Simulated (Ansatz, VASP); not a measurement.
One calculation of InO, two programs

INCAR

```
ALGO     = Normal         # electronic algorithm
EDIFF    = 1E-6           # SCF threshold, eV
EDIFFG   = -0.04          # ionic threshold
ENCUT    = 600            # plane-wave cutoff, eV
GGA      = PE             # functional
IBRION   = 2              # ionic algorithm
ISIF     = 3              # what is computed and relaxed
ISMEAR   = 0              # smearing method
LASPH    = T              # aspherical terms in the spheres
LCHARG   = F              # write CHGCAR
LREAL    = F              # projectors in reciprocal space
LWAVE    = F              # write WAVECAR
NELM     = 60             # most SCF steps
NSW      = 90             # ionic steps
PREC     = Accurate       # precision mode
SIGMA    = 0.1            # smearing width, eV
```

Contents of KPOINTS:

```
k-points
0
Gamma
  6 6 4
```

File POSCAR:

```
InO
1.0
    5.4977100500      0.0000000000      0.0000000000
   -2.7488550200      4.7611565600      0.0000000000
    0.0000000000      0.0000000000      4.3430252800
In O
3 3
Direct
    0.5000000000      0.0000000000      0.0000000000
    0.0000000000      0.5000000000      0.0000000000
    0.5000000000      0.5000000000      0.0000000000
    0.3333333300      0.6666666700      0.0000000000
    0.6666666700      0.3333333300      0.0000000000
    0.0000000000      0.0000000000      0.0000000000
```

Input for Ansatz:

```yaml
crystal:
  lattice:
    - [5.49771005, 0.0, 0.0]
    - [-2.74885502, 4.76115656, 0.0]
    - [0.0, 0.0, 4.34302528]
  atoms:
    - { symbol: In, position: [0.5, 0.0, 0.0] }
    - { symbol: In, position: [0.0, 0.5, 0.0] }
    - { symbol: In, position: [0.5, 0.5, 0.0] }
    - { symbol: O, position: [0.33333333, 0.66666667, 0.0] }
    - { symbol: O, position: [0.66666667, 0.33333333, 0.0] }
    - { symbol: O, position: [0.0, 0.0, 0.0] }
basis:
  ecutwfc: 420
kpoints:
  mp_grid: { grid: [6, 6, 4] }
hamiltonian:
  xc: pbe
scf:
  occupations: { method: gaussian, width: 0.1 }
  lower_state_search: "off"
output:
  forces: true
  stress: true
  eigenvalues: true
relax:
  adjacent_minimum: "off"
  f_tol: 0.04
  max_steps: 70
  cell: { stress_tol: 0.4 }
```

Alike in both runs: task relaxation of cell and atoms; functional PBE; k mesh 6 × 6 × 4; occupations gaussian, width 0.1 eV; no spin polarisation.

|  | VASP | Ansatz |
| --- | --- | --- |
| version | VASP 6.6.1 | Ansatz 0.2.0 |
| potentials or method | VASP PAW PBE potentials, release 64 (In_d, O), cutoff 600 eV | scalar-relativistic, plane waves, PAW |
| valence electrons in the cell | 57 | 57 |

Ansatz gave:

| Property | Result |
| --- | --- |
| gap on the k mesh at the Fermi level, each at its own relaxed structure (eV) | none |
| relaxed volume (Å³/atom) | 25.15 |
| relaxed cell length with the largest relative difference (Å) | 3.313 |

Problem. What did VASP give for the same quantities?

Solution. gap on the k mesh at the Fermi level, each at its own relaxed structure (eV): none; relaxed volume (Å³/atom): 23.90; relaxed cell length with the largest relative difference (Å): 3.248.

A gap of «none» marks a metal or a gap that the smearing closes. One of these differences is far larger than is usual between the two programs; its cause wasn't traced.

The k mesh is coarse, so the values compare programs but aren't converged. Noted on VASP's run: the volume moved by over 15 % at a fixed basis, so the end points are rough.
